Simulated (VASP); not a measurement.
Wanted: the native input for a VASP 6.6.1 run.

* Task: single point
* Functional: PBE
* Potentials or basis: VASP PAW PBE potentials, release 64 (Mg, Zn, O)
* Cutoff: 520 eV
* k mesh: 4 × 4 × 4
* Occupations: gaussian, width 0.2 eV
* Spin: no spin polarisation
* Dipole correction: no
* Further INCAR settings: ALGO = Normal; EDIFF = 1e-06; NBANDS = 37

The structure of MgZn4O lies in POSCAR:

```
MgZn4O
1.0
    2.3096399016     -5.3360413318     -0.1794367828
    2.3096399016      5.3360413318     -0.1794367828
   -1.9078948917      0.0000000000      4.9752232284
Mg Zn O
1 4 1
Direct
    0.0000000000      0.0000000000      0.5000000000
    0.0000000000      0.0000000000      0.0000000000
    0.7508863493      0.2491136507      0.0000000000
    0.2491136507      0.7508863493      0.0000000000
    0.5000000000      0.5000000000      0.0000000000
    0.5000000000      0.5000000000      0.5000000000
```

One way to write it, as run:

INCAR

```
SYSTEM = MgZn4O
PREC     = Accurate       ! precision mode
ENCUT    = 520            ! plane-wave cutoff, eV
EDIFF    = 1E-6           ! SCF threshold, eV
ISMEAR   = 0              ! smearing method
SIGMA    = 0.2            ! smearing width, eV
LREAL    = .FALSE.        ! projectors in reciprocal space
LASPH    = .TRUE.         ! aspherical terms in the spheres
NELM     = 80             ! most SCF steps
ALGO     = Normal         ! electronic algorithm
ISIF     = 2              ! what is computed and relaxed
LWAVE    = .FALSE.        ! write WAVECAR
LCHARG   = .FALSE.        ! write CHGCAR
GGA      = PE             ! functional
NBANDS   = 37             ! bands
```

KPOINTS

```
Automatic mesh
0
G
  4 4 4
  0 0 0
```

Potentials or basis: VASP PAW PBE potentials, release 64 (Mg, Zn, O).

Command:

```bash
$ cat potpaw_PBE.64/Mg/POTCAR potpaw_PBE.64/Zn/POTCAR potpaw_PBE.64/O/POTCAR > POTCAR
$ mpirun -np 1 vasp_std > vasp.out
```

Results of the run:

* Pressure: 0.2 GPa
* Band gap on the k mesh: zero (band 28 reaches 2.11 eV, above the bottom of band 29 at 0.92 eV)

Caveat: the k points lie up to 0.40 Å⁻¹ apart.

Run time: 2.5 min on 1 thread of Intel(R) Xeon(R) Platinum 8259CL CPU @ 2.50GHz (Skylake/Cascade Lake), with other jobs on the host, peak memory 0.33 GiB.
